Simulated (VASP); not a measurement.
# CaS (Fm-3m) in VASP: notebook

CaS is run at these levels: PBE+D3(BJ), BLYP; tasks: single point.

Program: VASP 6.6.1. These are calculated values, not measurements. Logs are shortened: lines on timing, memory, paths and dates and some standing lists are left out, and cuts for length are marked.

## (1) The cell of the first run

The structure is cubic, space group Fm-3m (No. 225). The conventional cell has a = 5.708 Å, b = 5.708 Å, c = 5.708 Å, α = 90.00°, β = 90.00°, γ = 90.00°. Within 3.8 Å of Ca (site symmetry m-3m) lie 6 S at 2.85 Å. S (site symmetry m-3m) has 6 Ca at 2.85 Å within 3.8 Å.

## (2) Single point, PBE+D3(BJ) (volume scaled by 1.04)

INCAR

```
PREC = Accurate
ENCUT = 500
EDIFF = 1E-6
ISMEAR = 0
SIGMA = 0.05
LREAL = False
LASPH = True
NELM = 120
ALGO = Normal
ISIF = 2
LWAVE = False
LCHARG = True
GGA = PE
IVDW = 12
LELF = True
LVHAR = True
NBANDS = 15
GGA_COMPAT = False
```

KPOINTS

```
regular mesh
0
Gamma
  8 8 8
```

POSCAR

```
CaS
1.0
    0.0000000000      2.8541197848      2.8541197848
    2.8541197848      0.0000000000      2.8541197848
    2.8541197848      2.8541197848      0.0000000000
Ca S
1 1
Direct
    0.5000000000      0.5000000000      0.5000000000
    0.0000000000      0.0000000000      0.0000000000
```

Potentials or basis: VASP PAW PBE potentials, release 64 (Ca_sv, S).

Launch:

```
$ cat potpaw_PBE.64/Ca_sv/POTCAR potpaw_PBE.64/S/POTCAR > POTCAR
$ mpirun -np 1 vasp_std > vasp.out
```

OUTCAR:

```text
PREC = Accurate
   ENCUT = 500
   EDIFF = 1E-6
   ISMEAR = 0
   LREAL = False
   LASPH = True
   NELM = 120
   ISIF = 2
   GGA = PE
   IVDW = 12
 IVDW          = 12

 ion  position               nearest neighbor table
   1  0.500  0.500  0.500-   2 2.85   2 2.85   2 2.85   2 2.85   2 2.85   2 2.85
   2  0.000  0.000  0.000-   1 2.85   1 2.85   1 2.85   1 2.85   1 2.85   1 2.85

  LATTYP: Found a face centered cubic cell.
 ALAT       =     5.7082395696

  Lattice vectors:

 A1 = (   0.0000000000,   2.8541197848,   2.8541197848)
 A2 = (   2.8541197848,   0.0000000000,   2.8541197848)
 A3 = (   2.8541197848,   2.8541197848,   0.0000000000)

Analysis of symmetry for initial positions (statically):
=====================================================================
 Subroutine PRICEL returns:
 Original cell was already a primitive cell.

 Routine SETGRP: Setting up the symmetry group for a
 face centered cubic supercell.

 Subroutine GETGRP returns: Found 48 space group operations
 (whereof 48 operations were pure point group operations)
 out of a pool of 48 trial point group operations.

The static configuration has the point symmetry O_h .

Analysis of symmetry for dynamics (positions and initial velocities):
=====================================================================
 Subroutine PRICEL returns:
 Original cell was already a primitive cell.

 Routine SETGRP: Setting up the symmetry group for a
 face centered cubic supercell.

 Subroutine GETGRP returns: Found 48 space group operations
 (whereof 48 operations were pure point group operations)
 out of a pool of 48 trial point group operations.

The dynamic configuration has the point symmetry O_h .

 Subroutine INISYM returns: Found 48 space group operations
 (whereof 48 operations are pure point group operations),
 and found     1 'primitive' translations

----------------------------------------------------------------------------------------

                                     Primitive cell

  volume of cell :      46.4993

  direct lattice vectors                    reciprocal lattice vectors
     0.000000000  2.854119785  2.854119785    -0.175185359  0.175185359  0.175185359
     2.854119785  0.000000000  2.854119785     0.175185359 -0.175185359  0.175185359
     2.854119785  2.854119785  0.000000000     0.175185359  0.175185359 -0.175185359

  length of vectors
     4.036334908  4.036334908  4.036334908     0.303429943  0.303429943  0.303429943

  position of ions in fractional coordinates (direct lattice)
     0.500000000  0.500000000  0.500000000
     0.000000000  0.000000000  0.000000000

  ion indices of the primitive-cell ions
   primitive index   ion index
[... 88 lines left out ...]
   EFERMI =   0.00;   METHOD = LEGACY
   ISMEAR =     0;   SIGMA  =   0.05  broadening in eV -4-tet -1-fermi 0-gaus
   EFERMI_NEDOS =   21; number of points for ismear=-14 and -15
   IALGO  =     38    algorithm
   IMIX   =      4    mixing-type and parameters
     AMIX     =   0.40;   BMIX     =  1.00
     AMIX_MAG =   1.60;   BMIX_MAG =  1.00
  volume/ion in A,a.u.               =      23.25       156.90
  Fermi-wavevector in a.u.,A,eV,Ry     =   1.147183  2.167861 17.905653  1.316028
  Thomas-Fermi vector in A             =   2.283864
   LORBIT       =      0    0 simple, 1 ext, 2 COOP (PROOUT), +10 PAW based schemes
   GGA     = PE    functional components
   LHFCALC =     F    Hartree Fock is set to
   AEXX    =    0.0000 exact exchange contribution
   IVDW    =    12    specifies the selected vdW correction
   LEPSILON=     F    determine dielectric tensor
   LRPA    =     F    only Hartree local field effects (RPA)
 non-spin polarized calculation
 Gauss-broadening in eV      SIGMA  =   0.05
  energy-cutoff  :      500.00
  volume of cell :       46.50
 maximum number of plane-waves:      1243
 NGX is ok and might be reduce to    30
   NGX = 15   NGY = 15   NGZ = 15

 number of electron      16.0000004 magnetization

 Free energy of the ion-electron system (eV)
  ---------------------------------------------------
  ext. energy  EPLUGINS =         0.00000000
  ---------------------------------------------------
  free energy    TOTEN  =       -10.36473141 eV

  energy without entropy =      -10.36473141  energy(sigma->0) =      -10.36473141

 E-fermi :   2.8984     XC(G=0):  -9.2854

 val. band max:        2.6786580360   @ k =   0.0000   0.0000   0.0000
 cond. band min:       5.0514254517   @ k =   0.5000   0.5000   0.0000
 fundamental gap:      2.3727674157
 Fermi energy:         2.8984168734

 k-point     1 :       0.0000    0.0000    0.0000
  band No.  band energies     occupation
      1     -36.5431      2.00000
      2     -17.5222      2.00000
      3     -17.5222      2.00000
      4     -17.5222      2.00000
      5      -8.6243      2.00000
      6       2.6787      2.00000
      7       2.6787      2.00000
      8       2.6787      2.00000
      9       6.7828      0.00000
     10       6.8443      0.00000
     11       6.8443      0.00000
     12       6.8443      0.00000
     13       7.4320      0.00000
     14       7.4320      0.00000
[... 401 lines left out ...]
      2     -17.6537      2.00000
      3     -17.5702      2.00000
      4     -17.5475      2.00000
      5      -7.8613      2.00000
      6       0.0707      2.00000
      7       1.1973      2.00000
      8       1.5247      2.00000
      9       7.6509      0.00000
     10       7.9708      0.00000
     11       9.0941      0.00000
     12       9.4023      0.00000
     13       9.6868      0.00000
     14      10.6518      0.00000
     15      11.9236      0.00000

 [... further k-points ...]

------------------------ aborting loop because EDIFF is reached ----------------------------------------

 Edisp (eV)   -0.66437

 E8    (eV) :    -0.2934

  FORCE on cell =-STRESS in cart. coord.  units (eV):
  Direction    XX          YY          ZZ          XY          YZ          ZX
  --------------------------------------------------------------------------------------
  -------------------------------------------------------------------------------------
  Total      -0.60967    -0.60967    -0.60967    -0.00000     0.00000    -0.00000
  in kB     -21.00679   -21.00679   -21.00679    -0.00000     0.00000    -0.00000
  external pressure =      -21.01 kB  Pullay stress =        0.00 kB

 VOLUME and BASIS-vectors are now :
 -----------------------------------------------------------------------------
  energy-cutoff  :      500.00
  volume of cell :       46.50
      direct lattice vectors                 reciprocal lattice vectors
     0.000000000  2.854119785  2.854119785    -0.175185359  0.175185359  0.175185359
     2.854119785  0.000000000  2.854119785     0.175185359 -0.175185359  0.175185359
     2.854119785  2.854119785  0.000000000     0.175185359  0.175185359 -0.175185359

 POSITION                                       TOTAL-FORCE (eV/Angst)
 -----------------------------------------------------------------------------------
      2.85412      2.85412      2.85412         0.000000     -0.000000     -0.000000
      0.00000      0.00000      0.00000        -0.000000      0.000000      0.000000
 -----------------------------------------------------------------------------------
    total drift:                                0.000000      0.000000      0.000000

  FREE ENERGIE OF THE ION-ELECTRON SYSTEM (eV)
  ---------------------------------------------------
  free  energy   TOTEN  =       -11.0291043171 eV

  energy  without entropy=      -11.0291043171  energy(sigma->0) =      -11.02910432
```

Run time: 48 s. Hardware: 1 thread of AMD EPYC 7R13, shared host; peak memory 0.15 GiB.

Results:

```yaml
Free_energy: -11.0291 eV
Pressure: -2.1 GPa
Band_gap_on_the_k_mesh: 2.37 eV, indirect (least direct gap 3.17 eV)
Dispersion_energy_per_atom: -0.332 eV
```

Levels at points of the mesh, in eV from the valence-band top:
| k point | band 6 | band 7 | band 8 | band 9 | band 10 | band 11 |
| --- | --- | --- | --- | --- | --- | --- |
| (0.00, 0.00, 0.00) | 0.00 | 0.00 | 0.00 | 4.10 | 4.17 | 4.17 |
| (0.50, 0.00, 0.00) | -3.07 | -1.14 | -1.14 | 5.21 | 6.04 | 6.18 |
| (0.50, 0.50, 0.00) | -2.26 | -0.80 | -0.80 | 2.37 | 5.59 | 5.98 |

Caveat: the cell differs from its parent crystal (volume scaled by 1.04).

## (3) Single point, BLYP

This run uses another cell than the first one, of 22.98 Å³/atom, 0.988 times its volume.

INCAR

```
SYSTEM = CaS
PREC     = Accurate       ! precision mode
ENCUT    = 500            ! plane-wave cutoff, eV
EDIFF    = 1E-6           ! SCF threshold, eV
ISMEAR   = 0              ! smearing method
SIGMA    = 0.05           ! smearing width, eV
LREAL    = .False.        ! projectors in reciprocal space
LASPH    = .True.         ! aspherical terms in the spheres
NELM     = 120            ! most SCF steps
ALGO     = Normal         ! electronic algorithm
ISIF     = 2              ! what is computed and relaxed
LWAVE    = .False.        ! write WAVECAR
LCHARG   = .False.        ! write CHGCAR
GGA      = B5             ! functional
ALDAX    = 1.0          
AGGAX    = 1.0          
AGGAC    = 1.0          
ALDAC    = 0.0          
NBANDS   = 15             ! bands
GGA_COMPAT= .False.
```

KPOINTS

```
Automatic mesh
0
Gamma
  8 8 8
  0 0 0
```

POSCAR

```
CaS
1.0
    0.0000000000      2.8430011916      2.8430011916
    2.8430011916      0.0000000000      2.8430011916
    2.8430011916      2.8430011916      0.0000000000
Ca S
1 1
Direct
    0.5000000000      0.5000000000      0.5000000000
    0.0000000000      0.0000000000      0.0000000000
```

Potentials or basis: VASP PAW PBE potentials, release 64 (Ca_sv, S).

Launch:

```
$ cat potpaw_PBE.64/Ca_sv/POTCAR potpaw_PBE.64/S/POTCAR > POTCAR
$ mpirun -np 1 vasp_std > vasp.out
```

It took 60 s on 1 thread of AMD EPYC 7R13, shared host; peak memory 0.14 GiB.

Results (log left out):

| Item | Value |
| --- | --- |
| Free energy | -9.4779 eV |
| Pressure | 3.2 GPa |
| Band gap on the k mesh | 2.44 eV, indirect (least direct gap 3.23 eV) |

Levels at points of the mesh, in eV from the valence-band top:
```
           k point  band 4  band 5  band 6  band 7  band 8  band 9  band 10  band 11  band 12  band 13
(0.00, 0.00, 0.00)  -20.30  -11.31    0.00    0.00    0.00    4.12     4.12     4.12     4.39     4.66
(0.50, 0.00, 0.00)  -20.32  -10.51   -3.03   -1.17   -1.17    5.50     5.98     6.05     6.05     7.99
(0.50, 0.50, 0.00)  -20.35  -10.70   -2.20   -0.79   -0.79    2.44     5.47     6.11     6.61     6.61
```

Caveat: the PAW data sets were made with another functional, which shifts forces and pressure a little. A hybrid or GW would open this gap; BLYP tends to underestimate it.

## (4) Single point, BLYP

This run uses another cell than the first one, of 23.45 Å³/atom, 1.008 times its volume.

INCAR

```
SYSTEM = CaS
  PREC = Accurate
  ENCUT = 500
  EDIFF = 1E-6
  ISMEAR = 0
  SIGMA = 0.05
  LREAL = .False.
  LASPH = .True.
  NELM = 120
  ALGO = Normal
  ISIF = 2
  LWAVE = .False.
  LCHARG = .False.
  GGA = B5
  ALDAX = 1.0
  AGGAX = 1.0
  AGGAC = 1.0
  ALDAC = 0.0
  NBANDS = 15
  GGA_COMPAT = .False.
```

KPOINTS

```
regular mesh
0
Gamma
  8 8 8
  0 0 0
```

POSCAR

```
CaS
1.0
    0.0000000000      2.8621072180      2.8621072180
    2.8621072180      0.0000000000      2.8621072180
    2.8621072180      2.8621072180      0.0000000000
Ca S
1 1
Direct
    0.5000000000      0.5000000000      0.5000000000
    0.0000000000      0.0000000000      0.0000000000
```

Launch:

```
$ cat potpaw_PBE.64/Ca_sv/POTCAR potpaw_PBE.64/S/POTCAR > POTCAR
$ mpirun -np 1 vasp_std > vasp.out
```

It took 54 s on 1 thread of AMD EPYC 7R13, shared host; peak memory 0.14 GiB.

Results (log left out):

```
Free energy            : -9.4931 eV
Pressure               : 1.9 GPa
Band gap on the k mesh : 2.48 eV, indirect (least direct gap 3.25 eV)
```

Levels at points of the mesh, in eV from the valence-band top:
```
           k point  band 5  band 6  band 7  band 8  band 9  band 10  band 11  band 12
(0.00, 0.00, 0.00)  -11.24    0.00    0.00    0.00    4.12     4.12     4.12     4.26
(0.50, 0.00, 0.00)  -10.49   -2.96   -1.13   -1.13    5.45     5.91     5.99     5.99
(0.50, 0.50, 0.00)  -10.66   -2.16   -0.77   -0.77    2.48     5.42     6.00     6.53
```

Caveat: the PAW data sets were made with another functional, which shifts forces and pressure a little. A k mesh can miss the band edges.

## (5) Summary

```tsv
level	cell	gap on the mesh (eV)	pressure (GPa)
PBE+D3(BJ)	a = 4.036 Å, angles 60.0°, 2 atoms	2.37	-2.1
BLYP	a = 4.021 Å, angles 60.0°, 2 atoms	2.44	3.2
BLYP	a = 4.048 Å, angles 60.0°, 2 atoms	2.48	1.9
```

Alike in all rows: task single point; potentials or basis VASP PAW PBE potentials, release 64 (Ca_sv, S); no spin polarisation; k mesh 8 × 8 × 8; cutoff (eV) 500; smearing gaussian 0.05 eV.

Caveats: the PAW data sets were made with another functional, which shifts forces and pressure a little (some runs).

Absolute energies hang on the potentials; compare differences alone.
